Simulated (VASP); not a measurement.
Write the native input for VASP 6.6.1 that does the following.

```
Task                   : single point
Functional             : r2SCAN
Potentials or basis    : VASP PAW PBE potentials, release 64 (B, P)
Cutoff                 : 520 eV
k mesh                 : 6 × 6 × 6
Occupations            : gaussian, width 0.01 eV
Spin                   : no spin polarisation
Dipole correction      : no
Further INCAR settings : ALGO = Normal; EDIFF = 1e-07; NBANDS = 11
```

Crystal: BP.

```
CELL_PARAMETERS angstrom
0.00000 2.26832 2.26832
2.26832 0.00000 2.26832
2.26832 2.26832 0.00000
ATOMIC_POSITIONS crystal
B 0.00000 0.00000 0.00000
P 0.25000 0.25000 0.25000
```

The input as run:

POSCAR

```
BP
1.0
    0.0000000000      2.2683154746      2.2683154746
    2.2683154746      0.0000000000      2.2683154746
    2.2683154746      2.2683154746      0.0000000000
B P
1 1
Direct
    0.0000000000      0.0000000000      0.0000000000
    0.2500000000      0.2500000000      0.2500000000
```

INCAR.step1

```
PREC     = Accurate       # precision mode
ENCUT    = 520            # plane-wave cutoff, eV
ISMEAR   = 0              # smearing method
SIGMA    = 0.01           # smearing width, eV
LREAL    = F              # projectors in reciprocal space
LASPH    = T              # aspherical terms in the spheres
NELM     = 80             # most SCF steps
NBANDS   = 11             # bands
GGA      = PE             # functional
ALGO     = Normal         # electronic algorithm
EDIFF    = 1E-4           # SCF threshold, eV
LWAVE    = T              # write WAVECAR
LCHARG   = F              # write CHGCAR
```

INCAR.step2

```
PREC     = Accurate       # precision mode
ENCUT    = 520            # plane-wave cutoff, eV
EDIFF    = 1E-7           # SCF threshold, eV
ISMEAR   = 0              # smearing method
SIGMA    = 0.01           # smearing width, eV
LREAL    = F              # projectors in reciprocal space
LASPH    = T              # aspherical terms in the spheres
NELM     = 80             # most SCF steps
ALGO     = Normal         # electronic algorithm
ISIF     = 2              # what is computed and relaxed
LWAVE    = F              # write WAVECAR
LCHARG   = F              # write CHGCAR
METAGGA  = R2SCAN         # meta-GGA
LMIXTAU  = T            
NBANDS   = 11             # bands
ISTART   = 1
```

KPOINTS

```
Automatic mesh
0
Gamma
  6 6 6
```

Potentials or basis: VASP PAW PBE potentials, release 64 (B, P).

The run is started by

```sh
$ cat potpaw_PBE.64/B/POTCAR potpaw_PBE.64/P/POTCAR > POTCAR
$ cp INCAR.step1 INCAR
$ mpirun -np 1 vasp_std > vasp.out
$ cp INCAR.step2 INCAR
$ mpirun -np 1 vasp_std > vasp.out
```

It gave:

* Pressure: -0.4 GPa
* Band gap on the k mesh: 1.54 eV, indirect (least direct gap 3.64 eV)

Caveat: the PAW data sets were made with another functional, which shifts forces and pressure a little.

It took 9.4 s on 1 thread of Intel(R) Xeon(R) 6975P-C (Granite Rapids), on a shared host, peak memory 0.13 GiB.
